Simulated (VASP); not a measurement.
Runs of VASP 6.6.1 on GaN. The structure is that of space group P6_3mc (No. 186), or close to it. The cells are those of the table. 

| task | cell | cutoff (eV) | gap on the mesh (eV) | pressure (GPa) | largest force (eV/Å) |
| --- | --- | --- | --- | --- | --- |
| single point | a = 3.172, b = 3.172, c = 5.166 Å, angles 90.0, 90.0, 120.0°, 4 atoms | 520 | 2.41 | 3.1 | 0.01 |
| relaxation of cell and atoms | relaxed to 4 GPa from a = 3.183, b = 3.183, c = 5.184 Å, angles 90.0, 90.0, 120.0°, 4 atoms | 600 | (a) | 4.0 | - |
| single point | a = 3.148, b = 3.148, c = 5.127 Å, angles 90.0, 90.0, 120.0°, 4 atoms | 520 | 2.57 | 8.2 | - |
| single point | a = 3.178, b = 3.178, c = 5.175 Å, angles 90.0, 90.0, 120.0°, 4 atoms | 520 | 2.38 | (b) | 0.01 |
| single point | a = 3.162, b = 3.162, c = 5.150 Å, angles 90.0, 90.0, 120.0°, 4 atoms | 520 | 2.48 | 5.2 | 0.01 |
| relaxation of cell and atoms | relaxed to 2 GPa from a = 3.183, b = 3.183, c = 5.184 Å, angles 90.0, 90.0, 120.0°, 4 atoms | 600 | (c) | 2.0 | - |
| relaxation of cell and atoms | relaxed to 1 GPa from a = 3.183, b = 3.183, c = 5.184 Å, angles 90.0, 90.0, 120.0°, 4 atoms | 600 | 2.34 | 1.0 | - |
| single point | a = 3.114, b = 3.114, c = 5.071 Å, angles 90.0, 90.0, 120.0°, 4 atoms | 520 | (d) | 16.3 | - |

Alike in all rows: level r2SCAN; potentials or basis VASP PAW PBE potentials, release 64 (Ga_d, N); no spin polarisation; k mesh 8 × 8 × 4; smearing gaussian 0.01 eV.

Estimate the missing entries.

(a) 2.44; (b) 2.1; (c) 2.37; (d) 2.80.

Caveats: the PAW data sets were made with another functional, which shifts forces and pressure a little; the cell is relaxed towards a set pressure, so the enthalpy falls and the energy may rise (some runs).

A k mesh can miss the band edges, and the runs leave out spin-orbit coupling on Ga.
